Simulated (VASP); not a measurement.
# Re (Im-3m) in VASP: single point with PBE

Aim: the single point of Re with PBE.

All numbers are computed with VASP 6.6.1; they aren't measurements. Logs are shortened: lines on timing, memory, paths and dates and some standing lists are left out, and cuts for length are marked.

## (1) The cell of the first run

It takes space group Im-3m (No. 229, cubic). Conventional cell: a = 3.113 Å, b = 3.113 Å, c = 3.113 Å, α = 90.00°, β = 90.00°, γ = 90.00°. Re (site symmetry m-3m) has 14 Re at 2.70 to 3.11 Å within 3.6 Å.

## (2) Single point, PBE

INCAR reads:

```
PREC = Accurate
ENCUT = 520
EDIFF = 1E-7
ISMEAR = 0
SIGMA = 0.1
LREAL = False
LASPH = True
NELM = 100
ALGO = Normal
ISIF = 2
LWAVE = False
LCHARG = True
GGA = PE
LELF = True
LVHAR = True
NBANDS = 10
```

KPOINTS reads:

```
regular mesh
0
Gamma
  24 24 24
```

POSCAR reads:

```
Re
1.0
   -1.5565958821      1.5565958821      1.5565958821
    1.5565958821     -1.5565958821      1.5565958821
    1.5565958821      1.5565958821     -1.5565958821
Re
1
Direct
    0.0000000000      0.0000000000      0.0000000000
```

Potentials or basis: VASP PAW PBE potentials, release 64 (Re).

Run with:

```console
cat potpaw_PBE.64/Re/POTCAR > POTCAR
mpirun -np 1 vasp_std > vasp.out
```

OUTCAR:

```text
PREC = Accurate
   ENCUT = 520
   EDIFF = 1E-7
   ISMEAR = 0
   LREAL = False
   LASPH = True
   NELM = 100
   ISIF = 2
   GGA = PE

 ion  position               nearest neighbor table
   1  0.000  0.000  0.000-

  LATTYP: Found a body centered cubic cell.
 ALAT       =     3.1131917642

  Lattice vectors:

 A1 = (  -1.5565958821,   1.5565958821,   1.5565958821)
 A2 = (   1.5565958821,  -1.5565958821,   1.5565958821)
 A3 = (   1.5565958821,   1.5565958821,  -1.5565958821)

Analysis of symmetry for initial positions (statically):
=====================================================================
 Subroutine PRICEL returns:
 Original cell was already a primitive cell.

 Routine SETGRP: Setting up the symmetry group for a
 body centered cubic supercell.

 Subroutine GETGRP returns: Found 48 space group operations
 (whereof 48 operations were pure point group operations)
 out of a pool of 48 trial point group operations.

The static configuration has the point symmetry O_h .

Analysis of symmetry for dynamics (positions and initial velocities):
=====================================================================
 Subroutine PRICEL returns:
 Original cell was already a primitive cell.

 Routine SETGRP: Setting up the symmetry group for a
 body centered cubic supercell.

 Subroutine GETGRP returns: Found 48 space group operations
 (whereof 48 operations were pure point group operations)
 out of a pool of 48 trial point group operations.

The dynamic configuration has the point symmetry O_h .

 Subroutine INISYM returns: Found 48 space group operations
 (whereof 48 operations are pure point group operations),
 and found     1 'primitive' translations

----------------------------------------------------------------------------------------

                                     Primitive cell

  volume of cell :      15.0865

  direct lattice vectors                    reciprocal lattice vectors
    -1.556595882  1.556595882  1.556595882     0.000000000  0.321213750  0.321213750
     1.556595882 -1.556595882  1.556595882     0.321213750  0.000000000  0.321213750
     1.556595882  1.556595882 -1.556595882     0.321213750  0.321213750  0.000000000

  length of vectors
     2.696103155  2.696103155  2.696103155     0.454264841  0.454264841  0.454264841

  position of ions in fractional coordinates (direct lattice)
     0.000000000  0.000000000  0.000000000

  ion indices of the primitive-cell ions
   primitive index   ion index
                 1           1

----------------------------------------------------------------------------------------

 KPOINTS: regular mesh

Automatic generation of k-mesh.
 Grid dimensions read from file:
 generate k-points for:   24   24   24

 Generating k-lattice:

  Cartesian coordinates                     Fractional coordinates (reciprocal lattice)
     0.000000000  0.013383906  0.013383906     0.041666667  0.000000000  0.000000000
     0.013383906  0.000000000  0.013383906     0.000000000  0.041666667  0.000000000
     0.013383906  0.013383906  0.000000000     0.000000000  0.000000000  0.041666667

  Length of vectors
     0.018927702  0.018927702  0.018927702

  Shift w.r.t. Gamma in fractional coordinates (k-lattice)
     0.000000000  0.000000000  0.000000000

 Subroutine IBZKPT returns following result:
 ===========================================

 Found    413 irreducible k-points:

 Following reciprocal coordinates:
            Coordinates               Weight
  0.000000  0.000000  0.000000      1.000000
  0.041667  0.000000  0.000000     12.000000
  0.083333  0.000000  0.000000     12.000000
  0.125000  0.000000  0.000000     12.000000
  0.166667  0.000000  0.000000     12.000000
  0.208333  0.000000  0.000000     12.000000
[... 16 lines left out ...]
  0.416667  0.041667  0.000000     48.000000
  0.458333  0.041667  0.000000     48.000000
 [... further k-points ...]
   k-points           NKPTS =    413   k-points in BZ     NKDIM =    413   number of bands    NBANDS=     10
   number of dos      NEDOS =    301   number of ions     NIONS =      1
   total plane-waves  NPLWV =   8000
   dimension x,y,z NGX =    20 NGY =   20 NGZ =   20
   dimension x,y,z NGXF=    40 NGYF=   40 NGZF=   40
   ions per type =               1
   NGX,Y,Z   is equivalent  to a cutoff of  12.33, 12.33, 12.33 a.u.
   NGXF,Y,Z  is equivalent  to a cutoff of  24.66, 24.66, 24.66 a.u.
 SYSTEM =  unknown system
   PREC   = accura    normal or accurate (medium, high low for compatibility)
   ISTART =      0    job   : 0-new  1-cont  2-samecut
   ICHARG =      2    charge: 1-file 2-atom 10-const
   ISPIN  =      1    spin polarized calculation?
   LNONCOLLINEAR =      F non collinear calculations
   LSORBIT =      F    spin-orbit coupling
   LASPH  =      T    aspherical Exc in radial PAW
   ENCUT  =  520.0 eV  38.22 Ry    6.18 a.u.   5.01  5.01  5.01*2*pi/ulx,y,z
   NELM   =    100;   NELMIN=  2; NELMDL= -5     # of ELM steps
   EDIFF  = 0.1E-06   stopping-criterion for ELM
   LREAL  =      F    real-space projection
   EDIFFG = 0.1E-05   stopping-criterion for IOM
   NSW    =      0    number of steps for IOM
   IBRION =     -1    ionic relax: 0-MD 1-quasi-New 2-CG
   NFREE  =      0    steps in history (QN), initial steepest desc. (CG)
   ISIF   =      2    stress and relaxation
   ISYM   =      2    0-nonsym 1-usesym 2-fastsym
   POTIM  = 0.5000    time-step for ionic-motion
   TEBEG  =    0.0;   TEEND  =   0.0 temperature during run
   PSTRESS=    0.0 pullay stress
   NELECT =       7.0000    total number of electrons
   NUPDOWN=      -1.0000    fix difference up-down
   EMIN   =  10.00;   EMAX   =-10.00  energy-range for DOS
   EFERMI =   0.00;   METHOD = LEGACY
   ISMEAR =     0;   SIGMA  =   0.10  broadening in eV -4-tet -1-fermi 0-gaus
   EFERMI_NEDOS =   21; number of points for ismear=-14 and -15
   IALGO  =     38    algorithm
   IMIX   =      4    mixing-type and parameters
     AMIX     =   0.40;   BMIX     =  1.00
     AMIX_MAG =   1.60;   BMIX_MAG =  1.00
  volume/ion in A,a.u.               =      15.09       101.81
  Fermi-wavevector in a.u.,A,eV,Ry     =   1.267394  2.395027 21.854868  1.606287
  Thomas-Fermi vector in A             =   2.400544
   LORBIT       =      0    0 simple, 1 ext, 2 COOP (PROOUT), +10 PAW based schemes
   GGA     = PE    functional components
   LHFCALC =     F    Hartree Fock is set to
   AEXX    =    0.0000 exact exchange contribution
   IVDW    =     0    specifies the selected vdW correction
   LEPSILON=     F    determine dielectric tensor
   LRPA    =     F    only Hartree local field effects (RPA)
 non-spin polarized calculation
 Gauss-broadening in eV      SIGMA  =   0.10
  energy-cutoff  :      520.00
  volume of cell :       15.09
 maximum number of plane-waves:       420
   NGX =  9   NGY =  9   NGZ =  9

 number of electron       7.0000000 magnetization

 Free energy of the ion-electron system (eV)
  ---------------------------------------------------
  ext. energy  EPLUGINS =         0.00000000
  ---------------------------------------------------
  free energy    TOTEN  =       -12.11389943 eV

  energy without entropy =      -12.10869009  energy(sigma->0) =      -12.11129476

 E-fermi :   8.5079     XC(G=0): -13.5944

 val. band max:        8.5065726768   @ k =   0.1667   0.0417  -0.0000
 cond. band min:       8.5083871729   @ k =  -0.3750   0.4167   0.2917
 fundamental gap:      0.0018144960
 Fermi energy:         8.5078881478

 k-point     1 :       0.0000    0.0000    0.0000
  band No.  band energies     occupation
      1      -2.1043      2.00000
      2       5.8497      2.00000
      3       5.8497      2.00000
      4       5.8497      2.00000
      5       9.2318      0.00000
      6       9.2318      0.00000
      7      24.0017      0.00000
      8      24.0017      0.00000
      9      24.0017      0.00000
     10      35.7998      0.00000

 k-point     2 :       0.0417    0.0000    0.0000
  band No.  band energies     occupation
      1      -2.0208      2.00000
      2       5.8027      2.00000
      3       5.8430      2.00000
      4       5.9295      2.00000
      5       9.1590      0.00000
      6       9.2338      0.00000
      7      24.0673      0.00000
      8      24.1419      0.00000
      9      24.1801      0.00000
     10      34.8455      0.00000

 k-point     3 :       0.0833    0.0000    0.0000
  band No.  band energies     occupation
      1      -1.7748      2.00000
      2       5.6679      2.00000
      3       5.8159      2.00000
      4       6.1675      2.00000
      5       8.9738      0.00000
      6       9.2417      0.00000
      7      24.2425      0.00000
      8      24.5558      0.00000
      9      24.6640      0.00000
     10      33.3333      0.00000

 k-point     4 :       0.1250    0.0000    0.0000
  band No.  band energies     occupation
      1      -1.3813      2.00000
      2       5.4610      2.00000
      3       5.7501      2.00000
      4       6.5589      2.00000
      5       8.7588      0.00039
      6       9.2599      0.00000
      7      24.4512      0.00000
      8      25.2249      0.00000
      9      25.2922      0.00000
     10      31.9864      0.00000

 k-point     5 :       0.1667    0.0000    0.0000
  band No.  band energies     occupation
      1      -0.8686      2.00000
      2       5.2044      2.00000
      3       5.6355      2.00000
      4       7.0952      2.00000
      5       8.6045      0.17167
      6       9.2940      0.00000
      7      24.5418      0.00000
      8      25.7503      0.00000
      9      26.1224      0.00000
     10      31.0522      0.00000

 k-point     6 :       0.2083    0.0000    0.0000
  band No.  band energies     occupation
      1      -0.2845      2.00000
      2       4.9218      2.00000
      3       5.5026      2.00000
      4       7.7638      2.00000
      5       8.5646      0.42288
      6       9.3491      0.00000
      7      24.3240      0.00000
      8      25.5913      0.00000
      9      27.2170      0.00000
     10      30.7455      0.00000
[... 183 lines left out ...]
 k-point    21 :       0.3333    0.0417    0.0000
  band No.  band energies     occupation
      1       1.2056      2.00000
      2       4.0310      2.00000
      3       6.1694      2.00000
      4       9.0024      0.00000
      5       9.7567      0.00000
      6      10.9064      0.00000
      7      21.1096      0.00000
      8      21.9513      0.00000
      9      28.1890      0.00000
     10      31.7079      0.00000

 k-point    22 :       0.3750    0.0417    0.0000
  band No.  band energies     occupation
      1       1.2579      2.00000
      2       3.8599      2.00000
      3       6.8748      2.00000
      4       9.1468      0.00000
      5       9.8805      0.00000
      6      11.7754      0.00000
      7      19.8338      0.00000
      8      21.2709      0.00000
      9      26.8710      0.00000
     10      33.0961      0.00000

 k-point    23 :       0.4167    0.0417    0.0000
  band No.  band energies     occupation
      1       1.2442      2.00000
      2       3.7422      2.00000
      3       7.5925      2.00000
      4       9.1803      0.00000
      5      10.0108      0.00000
      6      12.4816      0.00000
      7      18.8031      0.00000
      8      20.8027      0.00000
      9      25.8457      0.00000
     10      32.5080      0.00000

 k-point    24 :       0.4583    0.0417    0.0000
  band No.  band energies     occupation
      1       1.2236      2.00000
      2       3.6824      2.00000
      3       8.1050      2.00000
      4       9.1074      0.00000
      5      10.1060      0.00000
      6      12.8888      0.00000
      7      18.2122      0.00000
      8      20.5621      0.00000
      9      25.2748      0.00000
     10      32.1774      0.00000

 [... further k-points ...]

------------------------ aborting loop because EDIFF is reached ----------------------------------------

  FORCE on cell =-STRESS in cart. coord.  units (eV):
  Direction    XX          YY          ZZ          XY          YZ          ZX
  --------------------------------------------------------------------------------------
  -------------------------------------------------------------------------------------
  Total       -0.0480088     -0.0480088     -0.0480088     -0.0000000      0.0000000     -0.0000000
  in kB       -5.0985129     -5.0985129     -5.0985129     -0.0000000      0.0000000     -0.0000000
  external PRESSURE =      -5.0985129 kB  Pullay stress =       0.0000000 kB

 VOLUME and BASIS-vectors are now :
 -----------------------------------------------------------------------------
  energy-cutoff  :      520.00
  volume of cell :       15.09
      direct lattice vectors                 reciprocal lattice vectors
    -1.556595882  1.556595882  1.556595882     0.000000000  0.321213750  0.321213750
     1.556595882 -1.556595882  1.556595882     0.321213750  0.000000000  0.321213750
     1.556595882  1.556595882 -1.556595882     0.321213750  0.321213750  0.000000000

 POSITION                                       TOTAL-FORCE (eV/Angst)
 -----------------------------------------------------------------------------------
      0.00000      0.00000      0.00000        -0.000000      0.000000     -0.000000
 -----------------------------------------------------------------------------------
    total drift:                                0.000000      0.000000      0.000000

  FREE ENERGIE OF THE ION-ELECTRON SYSTEM (eV)
  ---------------------------------------------------
  free  energy   TOTEN  =       -12.1138994298 eV

  energy  without entropy=      -12.1086900931  energy(sigma->0) =      -12.11129476
```

Run time: 20 s. Hardware: 1 thread of Intel Xeon 6975P-C (Granite Rapids), shared host; peak memory 0.18 GiB.

Results:

- Free energy: -12.1139 eV
- Pressure: -0.5 GPa

Caveat: spin-orbit coupling is left out, which moves the levels of the heavy elements.
